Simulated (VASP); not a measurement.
Wanted: the native input for a VASP 6.6.1 run.

```
Task                   : relaxation of cell and atoms
Functional             : PBE
Dispersion             : D3(BJ)
Potentials or basis    : VASP PAW PBE potentials, release 64 (Hf_pv, O)
Cutoff                 : 600 eV
k mesh                 : 7 × 7 × 7
Occupations            : gaussian, width 0.01 eV
Spin                   : no spin polarisation
Dipole correction      : no
Further INCAR settings : ALGO = Normal; EDIFF = 1e-07; IBRION = 2; EDIFFG = -0.01; NSW = 80; ISIF = 3
```

The structure of HfO2 lies in POSCAR:

```
HfO2
1.0
    0.0000000000      2.5575000000      2.5575000000
    2.5575000000      0.0000000000      2.5575000000
    2.5575000000      2.5575000000      0.0000000000
Hf O
1 2
Direct
    0.0000000000      0.0000000000      0.0000000000
    0.2500000000      0.2500000000      0.2500000000
    0.7500000000      0.7500000000      0.7500000000
```

These files were run (other wordings do the same):

INCAR

```
  PREC = Accurate
  ENCUT = 600
  EDIFF = 1E-7
  ISMEAR = 0
  SIGMA = 0.01
  LREAL = F
  LASPH = T
  NELM = 120
  ALGO = Normal
  ISIF = 3
  LWAVE = F
  LCHARG = F
  GGA = PE
  IVDW = 12
  IBRION = 2
  NSW = 80
  EDIFFG = -0.01
  GGA_COMPAT = F
  NELMIN = 4
```

KPOINTS

```
regular mesh
0
Gamma
  7 7 7
```

Potentials or basis: VASP PAW PBE potentials, release 64 (Hf_pv, O).

Command:

```bash
$ cat potpaw_PBE.64/Hf_pv/POTCAR potpaw_PBE.64/O/POTCAR > POTCAR
$ mpirun -np 1 vasp_std > vasp.out
```

It gave:

```yaml
Relaxed_volume: 10.70 Å³/atom
Relaxed_cell: a = 3.568 Å, b = 3.568 Å, c = 3.568 Å, α = 60.00°, β = 60.00°, γ = 60.00°
Space_group_after_relaxing_to_0.1_Å: Fm-3m (No. 225)
Energy_gained_by_relaxing: 14.1 meV/atom
Ionic_steps: 4
Pressure_after_relaxing: 0.1 GPa
Band_gap_on_the_k_mesh: 4.01 eV (least direct gap 4.21 eV)
Dispersion_energy_per_atom: -0.243 eV
```

Caveat: spin-orbit coupling is left out, which moves the levels of the heavy elements; an odd mesh through Γ misses points on the zone boundary, where band edges can lie.

It took 97 s on 1 thread of Intel Xeon 8259CL (shared host), peak memory 0.19 GiB.
